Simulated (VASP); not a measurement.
# Mg in VASP: further runs, part 2 of 2

VASP 6.6.1. Earlier steps stand in the parts before.

## Step 5: Single point, PBE (the cell strained at random)

Contents of INCAR:

```
SYSTEM = Mg
ALGO     = Fast           ! electronic algorithm
EDIFF    = 1E-6           ! SCF threshold, eV
ENCUT    = 520            ! plane-wave cutoff, eV
GGA      = PE             ! functional
ISIF     = 2              ! what is computed and relaxed
ISMEAR   = 0              ! smearing method
LASPH    = .True.         ! aspherical terms in the spheres
LCHARG   = .False.        ! write CHGCAR
LREAL    = .False.        ! projectors in reciprocal space
LWAVE    = .False.        ! write WAVECAR
NBANDS   = 7              ! bands
NELM     = 80             ! most SCF steps
PREC     = Accurate       ! precision mode
SIGMA    = 0.1            ! smearing width, eV
```

Contents of KPOINTS:

```
k-points
0
Gamma
  14 14 12
  0 0 0
```

Contents of POSCAR:

```
Mg
1.0
    3.0360854034     -0.0305029980     -0.0113776183
   -1.5444590729      2.6218076745     -0.0064627216
   -0.0113572441     -0.0140062528      3.0427061837
Mg
1
Direct
    0.0000000000      0.0000000000      0.0000000000
```

Potentials or basis: VASP PAW PBE potentials, release 64 (Mg).

On the command line:

```bash
$ cat potpaw_PBE.64/Mg/POTCAR > POTCAR
$ mpirun -np 1 vasp_std > vasp.out
```

OUTCAR:

```text
SYSTEM = Mg
   EDIFF = 1E-6
   ENCUT = 520
   GGA = PE
   ISIF = 2
   ISMEAR = 0
   LASPH = .True.
   LREAL = .False.
   NELM = 80
   PREC = Accurate

 ion  position               nearest neighbor table
   1  0.000  0.000  0.000-

  LATTYP: Found a triclinic cell.
 ALAT       =     5.2018008873
 B/A-ratio  =     0.5836939959
 C/A-ratio  =     0.5849434998
 COS(alpha) =     0.0074332704
 COS(beta)  =     0.0111317362
 COS(gamma) =     0.8654376836
[... 423 lines left out ...]
      5      12.7671      0.00000
      6      16.0645      0.00000
      7      18.3144      0.00000

 [... further k-points ...]

------------------------ aborting loop because EDIFF is reached ----------------------------------------

  FORCE on cell =-STRESS in cart. coord.  units (eV):
  Direction    XX          YY          ZZ          XY          YZ          ZX
  --------------------------------------------------------------------------------------
  -------------------------------------------------------------------------------------
  Total        0.3053863      0.3880116      0.1742947      0.0864037     -0.0360584     -0.0296185
  in kB       20.3225764     25.8210516     11.5988085      5.7499196     -2.3995795     -1.9710277
  external PRESSURE =      19.2474788 kB  Pullay stress =       0.0000000 kB

 VOLUME and BASIS-vectors are now :
 -----------------------------------------------------------------------------
  energy-cutoff  :      520.00
  volume of cell :       24.08
      direct lattice vectors                 reciprocal lattice vectors
     3.036085403 -0.030502998 -0.011377618     0.331340559  0.195191942  0.002135278
    -1.544459073  2.621807674 -0.006462722     0.003861591  0.383695412  0.001780649
    -0.011357244 -0.014006253  3.042706184     0.001247187  0.001544854  0.328666569

 POSITION                                       TOTAL-FORCE (eV/Angst)
 -----------------------------------------------------------------------------------
      0.00000      0.00000      0.00000        -0.000000      0.000000      0.000000
 -----------------------------------------------------------------------------------
    total drift:                               -0.000000     -0.000000      0.000000

  FREE ENERGIE OF THE ION-ELECTRON SYSTEM (eV)
  ---------------------------------------------------
  free  energy   TOTEN  =        -1.2681494042 eV

  energy  without entropy=       -1.2655059675  energy(sigma->0) =       -1.26682769
```

OSZICAR:

```text
N       E                     dE             d eps       ncg     rms          rms(c)
DAV:   1    -0.629811296443E+00   -0.62981E+00   -0.73763E+02 17661   0.189E+02
DAV:   2    -0.127519487953E+01   -0.64538E+00   -0.61370E+00 21567   0.108E+01
DAV:   3    -0.127770055446E+01   -0.25057E-02   -0.25042E-02 20993   0.754E-01
DAV:   4    -0.127770521848E+01   -0.46640E-05   -0.46640E-05 23793   0.246E-02
DAV:   5    -0.127770523010E+01   -0.11616E-07   -0.11467E-07 21273   0.807E-04    0.632E-01
RMM:   6    -0.127280296314E+01    0.49023E-02   -0.29639E-04 16523   0.114E-01    0.404E-01
RMM:   7    -0.126813821386E+01    0.46647E-02   -0.12742E-03 18070   0.219E-01    0.216E-02
RMM:   8    -0.126814939689E+01   -0.11183E-04   -0.47682E-05 18007   0.397E-02    0.578E-03
RMM:   9    -0.126814940421E+01   -0.73231E-08   -0.47943E-06 18261   0.123E-02
   1 F= -.12681494E+01 E0= -.12668277E+01  d E =-.264344E-02
```

Run time: 2.1 min. Hardware: 1 thread of Intel Xeon Platinum 8375C at 2.90GHz (Ice Lake), shared host; peak memory 0.32 GiB.

Results:

```
Free energy            : -1.2681 eV
Pressure               : 1.9 GPa
Band gap on the k mesh : zero (band 1 reaches 5.01 eV, above the bottom of band 2 at -0.05 eV)
```

Caveat: the cell differs from its parent crystal (the cell strained at random).

## Step 6: Single point, PBEsol (functional PBEsol, strained)

Contents of INCAR:

```
SYSTEM = Mg
ALGO = Normal
EDIFF = 1E-7
ENCUT = 520
GGA = PS
ISIF = 2
ISMEAR = 0
LASPH = .True.
LCHARG = .True.
LELF = .True.
LREAL = .False.
LVHAR = .True.
LWAVE = .False.
NBANDS = 7
NELM = 60
PREC = Accurate
SIGMA = 0.1
```

Contents of KPOINTS:

```
k-points
0
Gamma
  15 15 14
  0 0 0
```

Contents of POSCAR:

```
Mg
1.0
    3.1790529551      0.0000000000      0.0000000000
   -1.5895264776      2.7531406191      0.0000000000
    0.0000000000      0.0000000000      3.1733601638
Mg
1
Direct
    0.0000000000      0.0000000000      0.0000000000
```

Potentials or basis: VASP PAW PBE potentials, release 64 (Mg).

On the command line:

```bash
$ cat potpaw_PBE.64/Mg/POTCAR > POTCAR
$ mpirun -np 1 vasp_std > vasp.out
```

Wall time 9.8 s (1 thread of Intel Xeon 6975P-C (Granite Rapids), shared host); peak memory 0.16 GiB.

Results (log left out):

```
Free energy            : -1.4647 eV
Pressure               : -2.5 GPa
Band gap on the k mesh : zero (band 1 reaches 4.46 eV, above the bottom of band 2 at -0.42 eV)
```

Stress tensor (GPa, compression positive):
```
-2.65  0.00  0.00
 0.00 -2.65  0.00
 0.00  0.00 -2.11
```

Levels at points of the mesh, in eV from the Fermi level:
```
           k point  band 1  band 2  band 3  band 4  band 5  band 6
(0.00, 0.00, 0.00)   -6.16    7.57    7.97   11.79   11.79   12.32
(0.00, 0.00, 0.50)   -2.88   -2.07   13.77   13.77   15.10   15.10
```

Caveat: the cell differs from its parent crystal (functional PBEsol, strained); the PAW data sets were made with another functional, which shifts forces and pressure a little.

## Step 7: The runs side by side

```csv
level,cell,k mesh,gap on the mesh (eV),pressure (GPa)
PBE,"a = 2.866, b = 2.866, c = 3.135 Å, angles 90.0, 90.0, 120.0°, 1 atom",15 × 15 × 14,none,6.5
PBE,"a = 3.057, b = 3.057, c = 3.326 Å, angles 90.0, 90.0, 120.0°, 1 atom",15 × 15 × 14,none,-0.4
PBE,"a = 3.260, b = 3.260, c = 2.980 Å, angles 90.0, 90.0, 120.0°, 1 atom",15 × 15 × 14,none,-1.7
PBE,"a = 3.036, b = 3.043, c = 3.043 Å, angles 90.2, 90.4, 121.1°, 1 atom",14 × 14 × 12,none,1.9
PBEsol,"a = 3.179, b = 3.179, c = 3.173 Å, angles 90.0, 90.0, 120.0°, 1 atom",15 × 15 × 14,none,-2.5
```

Alike in all rows: task single point; potentials or basis VASP PAW PBE potentials, release 64 (Mg); no spin polarisation; cutoff (eV) 520; smearing gaussian 0.1 eV.

Caveats: the PAW data sets were made with another functional, which shifts forces and pressure a little (some runs).

Total energies depend on the potentials used, so only differences within one code and one set of settings carry meaning.
